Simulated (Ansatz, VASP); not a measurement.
# LiF in VASP and in Ansatz

```
CELL_PARAMETERS angstrom
3.06311 0.00000 0.00000
-1.53155 2.65273 0.00000
0.00000 0.00000 4.55913
ATOMIC_POSITIONS crystal
Li 0.33333 0.66667 0.34655
Li 0.66667 0.33333 0.84655
F 0.33333 0.66667 0.99102
F 0.66667 0.33333 0.49102
```

Alike in both runs: task single point; functional LDA; k mesh 9 × 9 × 6; occupations gaussian, width 0.05 eV; no spin polarisation.

```csv
,VASP,Ansatz
version,VASP 6.6.1,Ansatz 0.2.0
potentials or method,"VASP PAW LDA potentials, release 64 (Li_sv, F), cutoff 520 eV","scalar-relativistic, plane waves, PAW"
valence electrons in the cell,20,20
```

|  | VASP | Ansatz | Ansatz less VASP |
| --- | --- | --- | --- |
| gap on the k mesh at the Fermi level (eV) | 7.92 | 7.93 | +0.016 |
| least direct gap on the mesh (eV) | 7.92 | 7.93 | +0.016 |
| rms of the force components (eV/Å) | 0.856 | 0.835 | -0.0210 |

LDA's correlation is that of Perdew and Zunger in VASP and of Perdew and Wang (1992) in Ansatz. Atom by atom the forces differ by 0.021 eV/Å (rms over components).

Noted on VASP's run: the cutoff is under 1.25 times that of the potentials, so the pressure is a little rough.
